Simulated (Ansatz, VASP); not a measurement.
# Two plane-wave programs on Cs

INCAR

```
SYSTEM = Cs
ALGO = Normal ; EDIFF = 1E-6
ENCUT = 520 ; GGA = PE
ISIF = 2 ; ISMEAR = -1
LASPH = .True. ; LCHARG = .True.
LELF = .True. ; LREAL = .False.
LVHAR = .True. ; LWAVE = .False.
NBANDS = 20 ; NELM = 80
PREC = Accurate ; SIGMA = 0.08
```

KPOINTS

```
k-points
0
Gamma
  4 4 6
  0 0 0
```

POSCAR

```
Cs
1.0
    7.4493316905      0.0000000000      0.0000000000
   -3.7246658452      6.4513104852      0.0000000000
    0.0000000000      0.0000000000      4.4304345688
Cs
3
Direct
    0.0000000000      0.0000000000      0.0000000000
    0.3333333333      0.6666666667      0.5000000000
    0.6666666667      0.3333333333      0.5000000000
```

Input for Ansatz:

```yaml
crystal:
  lattice:
    - [7.4493316905, 0.0, 0.0]
    - [-3.7246658452, 6.4513104852, 0.0]
    - [0.0, 0.0, 4.4304345688]
  atoms:
    - { symbol: Cs, position: [0.0, 0.0, 0.0] }
    - { symbol: Cs, position: [0.3333333333, 0.6666666667, 0.5] }
    - { symbol: Cs, position: [0.6666666667, 0.3333333333, 0.5] }
kpoints:
  mp_grid: { grid: [4, 4, 6] }
scf:
  occupations: { method: fermi_dirac, width: 0.08 }
hamiltonian:
  xc: pbe
  pseudopotentials: { kind: nc }
output:
  forces: true
  stress: true
  eigenvalues: true
```

Change from the starting cell: volume scaled by 0.6, norm-conserving files.

Alike in both runs: task single point; functional PBE; k mesh 4 × 4 × 6; occupations fermi-dirac, width 0.08 eV; no spin polarisation.

|  | VASP | Ansatz |
| --- | --- | --- |
| version | VASP 6.6.1 | Ansatz 0.2.0 |
| potentials or method | VASP PAW PBE potentials, release 64 (Cs_sv) | norm-conserving pseudopotentials, scalar-relativistic |
| plane-wave cutoff (eV) | 520 | 680 |
| valence electrons in the cell | 27 | 27 |

|  | VASP | Ansatz | Ansatz less VASP |
| --- | --- | --- | --- |
| pressure (GPa) | 2.1 | 2.1 | +0.01 |

Spin-orbit coupling is off throughout.
